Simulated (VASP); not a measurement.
Here is a VASP 6.6.1 calculation.

File INCAR:

```
SYSTEM = CuSi16
  PREC = Accurate
  ENCUT = 520
  EDIFF = 1E-6
  ISMEAR = 0
  SIGMA = 0.02
  LREAL = Auto
  LASPH = .TRUE.
  NELM = 80
  ALGO = Normal
  ISIF = 2
  LWAVE = .FALSE.
  LCHARG = .TRUE.
  GGA = PE
  LELF = .TRUE.
  LVHAR = .TRUE.
  NBANDS = 52
  NELECT = 74.0
```

File KPOINTS:

```
regular mesh
0
G
  2 2 2
  0 0 0
```

The input POSCAR:

```
CuSi16
1.0
    0.0000000000      5.4300000000      5.4300000000
    5.4300000000      0.0000000000      5.4300000000
    5.4300000000      5.4300000000      0.0000000000
Si Cu
16 1
Direct
   -0.0009094843      0.0077061694     -0.0079958564
    0.1127589319      0.1522290976      0.1176701657
   -0.0009653775      0.0080830571      0.5010357274
    0.1435628913      0.1150168508      0.6208210866
   -0.0423357274      0.5237534070      0.0091270718
    0.1181004604      0.6178673112      0.1223325046
    0.0008457643      0.4892676796      0.5047619705
    0.1178876611      0.6183666667      0.6414178637
    0.4873260589      0.0128883057      0.0000308471
    0.6271266114      0.1223225599      0.1232041436
    0.5146170350     -0.0058575506      0.4955888582
    0.6269374770      0.1223045120      0.6276104052
    0.4922338858      0.4966462247     -0.0014322284
    0.5862204420      0.6356244936      0.1394106814
    0.4918913444      0.4966692449      0.5131521179
    0.6282217311      0.6200744015      0.6260068140
    0.1613582873      0.7857063536      0.2761908840
```

Potentials or basis: VASP PAW PBE potentials, release 64 (Si, Cu).

Command:

```sh
$ cat potpaw_PBE.64/Si/POTCAR potpaw_PBE.64/Cu/POTCAR > POTCAR
$ mpirun -np 1 vasp_std > vasp.out
```

(1) What does it give for the largest force?

Answers

(1) 0.027 eV/Å.

Caveat: the k points lie up to 0.50 Å⁻¹ apart; the cell carries a net charge on a neutralising background, which shifts energy and pressure.
